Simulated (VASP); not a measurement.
Here is a VASP 6.6.1 calculation.

File INCAR:

```
PREC     = Accurate       # precision mode
ENCUT    = 520            # plane-wave cutoff, eV
EDIFF    = 1E-6           # SCF threshold, eV
ISMEAR   = 0              # smearing method
SIGMA    = 0.02           # smearing width, eV
LREAL    = Auto         
LASPH    = True           # aspherical terms in the spheres
NELM     = 100            # most SCF steps
ALGO     = Normal         # electronic algorithm
ISIF     = 2              # what is computed and relaxed
LWAVE    = False          # write WAVECAR
LCHARG   = True           # write CHGCAR
LELF     = True           # ELF
LVHAR    = True         
NBANDS   = 88             # bands
```

File KPOINTS:

```
regular mesh
0
Gamma
  3 3 3
```

POSCAR

```
Si32C
1.0
   -5.4019422760     -5.4019422760      5.4019422760
    5.4019422760     -5.4019422760     -5.4019422760
    5.4019422760      5.4019422760      5.4019422760
Si C
32 1
Direct
    0.2620248776      0.7553920262      0.7557324466
    0.0004059324      0.7346829840     -0.0085760319
    0.4915268052      0.4858698907      0.7356037391
    0.2543240102      0.4924308413      0.0017324400
    0.0004767521      0.5274411471      0.2572360909
    0.7464047477      0.7473569413      0.2387254721
    0.4914319586      0.7352023096      0.4861009461
    0.0003966632     -0.0090078511      0.7350465595
    0.7464416290      0.2383643510      0.7475811452
    0.5093373646      0.2441579658     -0.0049010721
    0.2254874336      0.2082752888      0.2086006029
    0.0006064102      0.2568999586      0.5278343486
    0.7384847501      0.4937232166      0.4940577001
    0.7746252323     -0.0169982215     -0.0167566188
    0.5092960985     -0.0052079744      0.2444529459
    0.2543596851      0.0014278028      0.4928271815
    0.2581704498      0.7600796589      0.5062915977
    0.0002936257      0.7435907659      0.7439969065
    0.4703361723      0.4740897932      0.4744368637
    0.2582291840      0.5059854274      0.7604538430
    0.0002980117      0.4862165564     -0.0044908765
    0.7449856895      0.7281752357     -0.0171919941
    0.5003765617      0.7445346591      0.2448359988
    0.0003228895     -0.0048564241      0.4866296534
    0.7427918076      0.2482412802      0.5024900677
    0.5004711568      0.2445692013      0.7448648405
    0.2557955436      0.2379297243     -0.0161666206
    0.0008313702      0.3059615921      0.3063224860
    0.7427114311      0.5022588923      0.2485798421
    0.7449291960     -0.0176053444      0.7283508442
    0.5298687136      0.0038003847      0.0041146295
    0.2557936143     -0.0164650592      0.2383237551
    0.0000677480      0.1447260747      0.1447189587
```

Potentials or basis: VASP PAW LDA potentials, release 64 (Si, C).

Launch:

```console
$ cat potpaw_LDA.64/Si/POTCAR potpaw_LDA.64/C/POTCAR > POTCAR
$ mpirun -np 1 vasp_std > vasp.out
```

Problem. Estimate the pressure.

Solution. 1.2 GPa.

Problem. What does it give for the largest force?

Solution. 0.056 eV/Å.

Problem. What does it give for the band gap on the k mesh?

Solution. Zero (bands 66 and 67 overlap by 0.13 eV).

Stress tensor (GPa, compression positive):
```
 3.45 -0.01  0.01
-0.01  0.00  0.97
 0.01  0.97  0.01
```

Caveat: the cell differs from its parent crystal (with an interstitial atom, then relaxed in part).
